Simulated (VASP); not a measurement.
# MnAs (P6_3/mmc) in VASP: notebook

MnAs is run at these levels: PBE; tasks: single point, relaxation of cell and atoms.

All numbers are computed with VASP 6.6.1; they aren't measurements. Logs are shortened: lines on timing, memory, paths and dates and some standing lists are left out, and cuts for length are marked.

## Step 1: The cell of the first run

It takes space group P6_3/mmc (No. 194, hexagonal). Conventional cell: a = 3.376 Å, b = 3.376 Å, c = 5.673 Å, α = 90.00°, β = 90.00°, γ = 120.00°. Mn (site symmetry -3m) has 6 As at 2.41 Å and 2 Mn at 2.84 Å within 3.2 Å. As (site symmetry -6m2) has 6 Mn at 2.41 Å within 3.2 Å.

## Step 2: Single point, PBE

File INCAR:

```
PREC = Accurate ; ENCUT = 520
EDIFF = 1E-6 ; ISMEAR = 0
SIGMA = 0.05 ; LREAL = False
LASPH = True ; NELM = 100
ALGO = Normal ; ISIF = 2
LWAVE = False ; LCHARG = False
GGA = PE ; NBANDS = 26
```

File KPOINTS:

```
regular mesh
0
Gamma
  12 12 8
```

File POSCAR:

```
MnAs
1.0
    3.3758509317      0.0000000000      0.0000000000
   -1.6879254659      2.9235726663      0.0000000000
    0.0000000000      0.0000000000      5.6728657597
Mn As
2 2
Direct
    0.0000000000      0.0000000000      0.0000000000
    0.0000000000      0.0000000000      0.5000000000
    0.3333333333      0.6666666667      0.2500000000
    0.6666666667      0.3333333333      0.7500000000
```

Potentials or basis: VASP PAW PBE potentials, release 64 (Mn_pv, As).

Started as:

```sh
$ cat potpaw_PBE.64/Mn_pv/POTCAR potpaw_PBE.64/As/POTCAR > POTCAR
$ mpirun -np 1 vasp_std > vasp.out
```

OUTCAR:

```text
PREC = Accurate
   ENCUT = 520
   EDIFF = 1E-6
   ISMEAR = 0
   LREAL = False
   LASPH = True
   NELM = 100
   ISIF = 2
   GGA = PE

 ion  position               nearest neighbor table
   1  0.000  0.000  0.000-   3 2.41   4 2.41   4 2.41   3 2.41   4 2.41   3 2.41   2 2.84   2 2.84

   2  0.000  0.000  0.500-   3 2.41   4 2.41   4 2.41   3 2.41   4 2.41   3 2.41   1 2.84   1 2.84

   3  0.333  0.667  0.250-   1 2.41   2 2.41   1 2.41   2 2.41   1 2.41   2 2.41
   4  0.667  0.333  0.750-   1 2.41   2 2.41   1 2.41   2 2.41   1 2.41   2 2.41

  LATTYP: Found a hexagonal cell.
 ALAT       =     3.3758509317
 C/A-ratio  =     1.6804254318

  Lattice vectors:

 A1 = (   3.3758509317,   0.0000000000,   0.0000000000)
 A2 = (  -1.6879254659,   2.9235726663,   0.0000000000)
 A3 = (   0.0000000000,   0.0000000000,   5.6728657597)

Analysis of symmetry for initial positions (statically):
=====================================================================
 Subroutine PRICEL returns:
 Original cell was already a primitive cell.

 Routine SETGRP: Setting up the symmetry group for a
 hexagonal supercell.

 Subroutine GETGRP returns: Found 24 space group operations
 (whereof 12 operations were pure point group operations)
 out of a pool of 24 trial point group operations.

The static configuration has the point symmetry D_3d.
 The point group associated with its full space group is D_6h.

Analysis of symmetry for dynamics (positions and initial velocities):
=====================================================================
 Subroutine PRICEL returns:
 Original cell was already a primitive cell.

 Routine SETGRP: Setting up the symmetry group for a
 hexagonal supercell.

 Subroutine GETGRP returns: Found 24 space group operations
 (whereof 12 operations were pure point group operations)
 out of a pool of 24 trial point group operations.

The dynamic configuration has the point symmetry D_3d.
 The point group associated with its full space group is D_6h.

 Subroutine INISYM returns: Found 24 space group operations
 (whereof 12 operations are pure point group operations),
 and found     1 'primitive' translations

----------------------------------------------------------------------------------------

                                     Primitive cell

  volume of cell :      55.9886

  direct lattice vectors                    reciprocal lattice vectors
     3.375850932  0.000000000  0.000000000     0.296221611  0.171023627  0.000000000
    -1.687925466  2.923572666  0.000000000     0.000000000  0.342047253  0.000000000
     0.000000000  0.000000000  5.672865760     0.000000000  0.000000000  0.176277748

  length of vectors
     3.375850932  3.375850932  5.672865760     0.342047253  0.342047253  0.176277748

  position of ions in fractional coordinates (direct lattice)
     0.000000000  0.000000000  0.000000000
     0.000000000  0.000000000  0.500000000
     0.333333333  0.666666667  0.250000000
     0.666666667  0.333333333  0.750000000

  ion indices of the primitive-cell ions
   primitive index   ion index
                 1           1
                 2           2
                 3           3
                 4           4

----------------------------------------------------------------------------------------

 KPOINTS: regular mesh

Automatic generation of k-mesh.
 Grid dimensions read from file:
 generate k-points for:   12   12    8

 Generating k-lattice:

  Cartesian coordinates                     Fractional coordinates (reciprocal lattice)
     0.024685134  0.014251969  0.000000000     0.083333333  0.000000000  0.000000000
     0.000000000  0.028503938  0.000000000     0.000000000  0.083333333  0.000000000
     0.000000000  0.000000000  0.022034718     0.000000000  0.000000000  0.125000000

  Length of vectors
     0.028503938  0.028503938  0.022034718

  Shift w.r.t. Gamma in fractional coordinates (k-lattice)
     0.000000000  0.000000000  0.000000000

 Subroutine IBZKPT returns following result:
 ===========================================

 Found     95 irreducible k-points:

 Following reciprocal coordinates:
            Coordinates               Weight
  0.000000  0.000000  0.000000      1.000000
  0.083333  0.000000  0.000000      6.000000
  0.166667  0.000000  0.000000      6.000000
  0.250000  0.000000  0.000000      6.000000
  0.333333  0.000000  0.000000      6.000000
  0.416667  0.000000  0.000000      6.000000
[... 16 lines left out ...]
  0.250000  0.000000  0.125000     12.000000
  0.333333  0.000000  0.125000     12.000000
 [... further k-points ...]
   k-points           NKPTS =     95   k-points in BZ     NKDIM =     95   number of bands    NBANDS=     26
   number of dos      NEDOS =    301   number of ions     NIONS =      4
   total plane-waves  NPLWV =  32928
   dimension x,y,z NGX =    28 NGY =   28 NGZ =   42
   dimension x,y,z NGXF=    56 NGYF=   56 NGZF=   84
   ions per type =               2   2
   NGX,Y,Z   is equivalent  to a cutoff of  13.79, 13.79, 12.31 a.u.
   NGXF,Y,Z  is equivalent  to a cutoff of  27.58, 27.58, 24.62 a.u.
 SYSTEM =  unknown system
   PREC   = accura    normal or accurate (medium, high low for compatibility)
   ISTART =      0    job   : 0-new  1-cont  2-samecut
   ICHARG =      2    charge: 1-file 2-atom 10-const
   ISPIN  =      1    spin polarized calculation?
   LNONCOLLINEAR =      F non collinear calculations
   LSORBIT =      F    spin-orbit coupling
   LASPH  =      T    aspherical Exc in radial PAW
   ENCUT  =  520.0 eV  38.22 Ry    6.18 a.u.   6.28  6.28 10.55*2*pi/ulx,y,z
   NELM   =    100;   NELMIN=  2; NELMDL= -5     # of ELM steps
   EDIFF  = 0.1E-05   stopping-criterion for ELM
   LREAL  =      F    real-space projection
   EDIFFG = 0.1E-04   stopping-criterion for IOM
   NSW    =      0    number of steps for IOM
   IBRION =     -1    ionic relax: 0-MD 1-quasi-New 2-CG
   NFREE  =      0    steps in history (QN), initial steepest desc. (CG)
   ISIF   =      2    stress and relaxation
   ISYM   =      2    0-nonsym 1-usesym 2-fastsym
   POTIM  = 0.5000    time-step for ionic-motion
   TEBEG  =    0.0;   TEEND  =   0.0 temperature during run
   PSTRESS=    0.0 pullay stress
   NELECT =      36.0000    total number of electrons
   NUPDOWN=      -1.0000    fix difference up-down
   EMIN   =  10.00;   EMAX   =-10.00  energy-range for DOS
   EFERMI =   0.00;   METHOD = LEGACY
   ISMEAR =     0;   SIGMA  =   0.05  broadening in eV -4-tet -1-fermi 0-gaus
   EFERMI_NEDOS =   21; number of points for ismear=-14 and -15
   IALGO  =     38    algorithm
   IMIX   =      4    mixing-type and parameters
     AMIX     =   0.40;   BMIX     =  1.00
     AMIX_MAG =   1.60;   BMIX_MAG =  1.00
  volume/ion in A,a.u.               =      14.00        94.46
  Fermi-wavevector in a.u.,A,eV,Ry     =   1.413001  2.670185 27.165006  1.996572
  Thomas-Fermi vector in A             =   2.534692
   LORBIT       =      0    0 simple, 1 ext, 2 COOP (PROOUT), +10 PAW based schemes
   GGA     = PE    functional components
   LHFCALC =     F    Hartree Fock is set to
   AEXX    =    0.0000 exact exchange contribution
   IVDW    =     0    specifies the selected vdW correction
   LEPSILON=     F    determine dielectric tensor
   LRPA    =     F    only Hartree local field effects (RPA)
 non-spin polarized calculation
 Gauss-broadening in eV      SIGMA  =   0.05
  energy-cutoff  :      520.00
  volume of cell :       55.99
 maximum number of plane-waves:      1533
 NGX is ok and might be reduce to    28
   NGX = 13   NGY = 13   NGZ = 21

 number of electron      36.0000036 magnetization

 Free energy of the ion-electron system (eV)
  ---------------------------------------------------
  ext. energy  EPLUGINS =         0.00000000
  ---------------------------------------------------
  free energy    TOTEN  =       -27.44356005 eV

  energy without entropy =      -27.43743829  energy(sigma->0) =      -27.44049917

 E-fermi :   8.6844     XC(G=0): -12.1833

 val. band max:        8.6810132732   @ k =   0.4167   0.0833   0.2500
 cond. band min:       8.6979017541   @ k =   0.4167   0.0000   0.0000
 fundamental gap:      0.0168884809
 Fermi energy:         8.6844090433

 k-point     1 :       0.0000    0.0000    0.0000
  band No.  band energies     occupation
      1     -39.3651      2.00000
      2     -39.2473      2.00000
      3     -39.0918      2.00000
      4     -39.0918      2.00000
      5     -39.0798      2.00000
      6     -39.0798      2.00000
[... 18 lines left out ...]
     25      14.1621      0.00000
     26      16.9217      0.00000

 k-point     2 :       0.0833    0.0000    0.0000
  band No.  band energies     occupation
      1     -39.3647      2.00000
      2     -39.2470      2.00000
      3     -39.0937      2.00000
      4     -39.0922      2.00000
      5     -39.0815      2.00000
      6     -39.0802      2.00000
[... 18 lines left out ...]
     25      15.0646      0.00000
     26      17.0436      0.00000

 k-point     3 :       0.1667    0.0000    0.0000
  band No.  band energies     occupation
      1     -39.3636      2.00000
      2     -39.2464      2.00000
      3     -39.0988      2.00000
      4     -39.0936      2.00000
      5     -39.0861      2.00000
      6     -39.0812      2.00000
[... 18 lines left out ...]
     25      15.3594      0.00000
     26      17.7340      0.00000

 k-point     4 :       0.2500    0.0000    0.0000
  band No.  band energies     occupation
      1     -39.3620      2.00000
      2     -39.2455      2.00000
      3     -39.1060      2.00000
      4     -39.0954      2.00000
      5     -39.0924      2.00000
      6     -39.0826      2.00000
[... 18 lines left out ...]
     25      15.2132      0.00000
     26      16.3143      0.00000
[... 496 lines left out ...]
      1     -39.3591      2.00000
      2     -39.2509      2.00000
      3     -39.0984      2.00000
      4     -39.0931      2.00000
      5     -39.0866      2.00000
      6     -39.0817      2.00000
[... 18 lines left out ...]
     25      15.4545      0.00000
     26      17.0652      0.00000

 k-point    23 :       0.2500    0.0000    0.1250
  band No.  band energies     occupation
      1     -39.3576      2.00000
      2     -39.2500      2.00000
      3     -39.1055      2.00000
      4     -39.0949      2.00000
      5     -39.0929      2.00000
      6     -39.0831      2.00000
[... 18 lines left out ...]
     25      15.2648      0.00000
     26      15.6949      0.00000

 k-point    24 :       0.3333    0.0000    0.1250
  band No.  band energies     occupation
      1     -39.3561      2.00000
      2     -39.2491      2.00000
      3     -39.1125      2.00000
      4     -39.0993      2.00000
      5     -39.0967      2.00000
      6     -39.0845      2.00000
[... 18 lines left out ...]
     25      14.6617      0.00000
     26      15.3307      0.00000

 [... further k-points ...]
[... 5 lines left out ...]
  --------------------------------------------------------------------------------------
  -------------------------------------------------------------------------------------
  Total        0.0895306      0.0895306      0.0949053     -0.0000000      0.0000000      0.0000000
  in kB        2.5620182      2.5620182      2.7158218     -0.0000000      0.0000000      0.0000000
  external PRESSURE =       2.6132861 kB  Pullay stress =       0.0000000 kB

 VOLUME and BASIS-vectors are now :
 -----------------------------------------------------------------------------
  energy-cutoff  :      520.00
  volume of cell :       55.99
      direct lattice vectors                 reciprocal lattice vectors
     3.375850932  0.000000000  0.000000000     0.296221611  0.171023627  0.000000000
    -1.687925466  2.923572666  0.000000000     0.000000000  0.342047253  0.000000000
     0.000000000  0.000000000  5.672865760     0.000000000  0.000000000  0.176277748

 POSITION                                       TOTAL-FORCE (eV/Angst)
 -----------------------------------------------------------------------------------
      0.00000      0.00000      0.00000         0.000000      0.000000     -0.000000
      0.00000      0.00000      2.83643         0.000000      0.000000     -0.000000
     -0.00000      1.94905      1.41822        -0.000000     -0.000000      0.000000
      1.68793      0.97452      4.25465         0.000000      0.000000      0.000000
 -----------------------------------------------------------------------------------
    total drift:                               -0.000000      0.000000      0.000000

  FREE ENERGIE OF THE ION-ELECTRON SYSTEM (eV)
  ---------------------------------------------------
  free  energy   TOTEN  =       -27.4435600453 eV

  energy  without entropy=      -27.4374382869  energy(sigma->0) =      -27.44049917
```

Run time: 69 s. Hardware: 1 thread of AMD EPYC 9R45 (Zen 5), shared host; peak memory 0.23 GiB.

What came out:

* Free energy: -27.4436 eV
* Pressure: 0.3 GPa
* Band gap on the k mesh: zero (band 18 reaches 8.70 eV, above the bottom of band 19 at 8.49 eV)

Levels at points of the mesh, in eV from the Fermi level:
| k point | band 16 | band 17 | band 18 | band 19 | band 20 | band 21 |
| --- | --- | --- | --- | --- | --- | --- |
| (0.00, 0.00, 0.00) | -1.15 | -0.16 | -0.16 | 1.11 | 1.34 | 1.65 |
| (0.50, 0.00, 0.00) | -0.87 | -0.45 | -0.19 | 0.04 | 0.07 | 0.34 |
| (0.00, 0.00, 0.50) | -0.88 | -0.88 | -0.88 | 0.16 | 0.16 | 3.78 |
| (0.50, 0.00, 0.50) | -1.48 | -0.08 | -0.08 | 0.16 | 0.16 | 1.99 |

## Step 3: Relaxation of cell and atoms, PBE

This run uses another cell than the first one, of 16.96 Å³/atom, 1.212 times its volume.

File INCAR:

```
SYSTEM = MnAs
ALGO = Normal
EDIFF = 1E-6
EDIFFG = -0.01
ENCUT = 600
GGA = PE
IBRION = 2
ISIF = 3
ISMEAR = 0
LASPH = .True.
LCHARG = .False.
LREAL = .False.
LWAVE = .False.
NELM = 100
NSW = 80
PREC = Accurate
SIGMA = 0.05
```

File KPOINTS:

```
k-points
0
Gamma
  12 12 8
  0 0 0
```

File POSCAR:

```
MnAs
1.0
    3.7100000000      0.0000000000      0.0000000000
   -1.8550000000      3.2129542480      0.0000000000
    0.0000000000      0.0000000000      5.6910000000
Mn As
2 2
Direct
    0.0000000000      0.0000000000      0.0000000000
    0.0000000000      0.0000000000      0.5000000000
    0.3333333333      0.6666666667      0.2500000000
    0.6666666667      0.3333333333      0.7500000000
```

Potentials or basis: VASP PAW PBE potentials, release 64 (Mn_pv, As).

Started as:

```sh
$ cat potpaw_PBE.64/Mn_pv/POTCAR potpaw_PBE.64/As/POTCAR > POTCAR
$ mpirun -np 1 vasp_std > vasp.out
```

It took 11 min on 1 thread of AMD EPYC 9R45 (Zen 5), shared host; peak memory 0.3 GiB.

The run converged. Its results:

* Free energy: -27.4485 eV
* Relaxed volume: 14.01 Å³/atom
* Relaxed cell: a = 3.377 Å, b = 3.377 Å, c = 5.674 Å, α = 90.00°, β = 90.00°, γ = 120.00°
* Space group after relaxing (to 0.05 Å): P6_3/mmc (No. 194)
* Energy gained by relaxing: 209.1 meV/atom
* Ionic steps: 10
* Pressure after relaxing: 0.1 GPa
* Band gap on the k mesh: zero (band 18 reaches 8.69 eV, above the bottom of band 19 at 8.48 eV)

Step by step:
```
step  energy change (eV)  largest force (eV/Å)  pressure (GPa)  volume (Å³)
   1              0.0000                0.0000          -19.35        67.84
   2             -0.1915                0.0000           30.38        49.65
   3             -0.7909                0.0000           -0.59        57.00
   4             -0.7913                0.0000            0.00        56.80
   5             -0.7923                0.0000           -0.06        56.78
   6             -0.7968                0.0000           -0.03        56.70
   7             -0.8091                0.0000           -0.08        56.54
   8             -0.8340                0.0000            0.02        56.15
   9             -0.7516                0.0000            1.54        55.15
  10             -0.8362                0.0000            0.11        56.03
```

Final structure:
```yaml
crystal:
  lattice:
    - [3.37678, 0.00000, 0.00000]
    - [-1.68839, 2.92438, 0.00000]
    - [0.00000, 0.00000, 5.67360]
  atoms:
    - { symbol: Mn, position: [0.00000, 0.00000, 0.00000] }
    - { symbol: Mn, position: [0.00000, 0.00000, 0.50000] }
    - { symbol: As, position: [0.33333, 0.66667, 0.25000] }
    - { symbol: As, position: [0.66667, 0.33333, 0.75000] }
```

Levels at points of the mesh, in eV from the Fermi level:
| k point | band 16 | band 17 | band 18 | band 19 | band 20 | band 21 |
| --- | --- | --- | --- | --- | --- | --- |
| (0.00, 0.00, 0.00) | -1.15 | -0.16 | -0.16 | 1.11 | 1.34 | 1.65 |
| (0.50, 0.00, 0.00) | -0.87 | -0.45 | -0.19 | 0.04 | 0.07 | 0.34 |
| (0.00, 0.00, 0.50) | -0.88 | -0.88 | -0.88 | 0.16 | 0.16 | 3.78 |
| (0.50, 0.00, 0.50) | -1.48 | -0.08 | -0.08 | 0.16 | 0.16 | 1.99 |

Caveat: the volume moved by over 15 % at a fixed basis, so the end points are rough; the volume moved by -17 % from the deposited cell, more than functionals usually miss. Spin polarisation is off, so any magnetic state and its effect on volume and gap are missing.
